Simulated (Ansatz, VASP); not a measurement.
# Cu in VASP and in Ansatz

```xyz
1
Lattice="0.0000 1.8115 1.8115 1.8115 0.0000 1.8115 1.8115 1.8115 0.0000" Properties=species:S:1:pos:R:3 pbc="T T T"
Cu    0.0000    0.0000    0.0000
```

Alike in both runs: task single point; functional RPBE; k mesh 24 × 24 × 24; occupations fermi-dirac, width 0.1 eV; no spin polarisation.

|  | VASP | Ansatz |
| --- | --- | --- |
| version | VASP 6.6.1 | Ansatz 0.2.0 |
| potentials or method | VASP PAW PBE potentials, release 64 (Cu), cutoff 520 eV | plane waves (420 eV) with PAW, scalar-relativistic |
| valence electrons in the cell | 11 | 19 |

Ansatz gave:

```
pressure (GPa) : 5.7
```

Q: Which values does VASP return?

A: Pressure (GPa): 6.3.

VASP's potentials were made for PBE, not for RPBE. VASP's potentials hold 11 valence electrons a cell and Ansatz's 19, so a difference there can come from the potentials and not from the codes.
